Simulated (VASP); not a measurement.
Write the native input for VASP 6.6.1 that does the following.

```yaml
Task: single point
Functional: PBE
Potentials_or_basis: VASP PAW PBE potentials, release 64 (Ga_d, As)
Cutoff: 500 eV
k_mesh: 8 × 8 × 8
Occupations: gaussian, width 0.05 eV
Spin: no spin polarisation
Dipole_correction: no
Further_INCAR_settings: ALGO = Normal; EDIFF = 1e-06; NBANDS = 16
```

The structure of GaAs lies in POSCAR:

```
GaAs
1.0
    0.0000000000      2.8583755075      2.8583755075
    2.8583755075      0.0000000000      2.8583755075
    2.8583755075      2.8583755075      0.0000000000
Ga As
1 1
Direct
    0.0000000000      0.0000000000      0.0000000000
    0.7500000000      0.7500000000      0.7500000000
```

These files were run (other wordings do the same):

INCAR

```
ALGO = Normal ; EDIFF = 1E-6
ENCUT = 500 ; GGA = PE
GGA_COMPAT = False ; ISIF = 2
ISMEAR = 0 ; LASPH = True
LCHARG = True ; LELF = True
LREAL = False ; LVHAR = True
LWAVE = False ; NBANDS = 16
NELM = 120 ; PREC = Accurate
SIGMA = 0.05
```

KPOINTS

```
k-points
0
Gamma
  8 8 8
```

Potentials or basis: VASP PAW PBE potentials, release 64 (Ga_d, As).

The run is started by

```sh
$ cat potpaw_PBE.64/Ga_d/POTCAR potpaw_PBE.64/As/POTCAR > POTCAR
$ mpirun -np 1 vasp_std > vasp.out
```

It gave:

```json
{
 "Pressure": "1.1 GPa",
 "Band gap on the k mesh": "0.27 eV, direct"
}
```

It took 36 s on 1 thread of Intel Xeon 8259CL (shared host), peak memory 0.18 GiB.
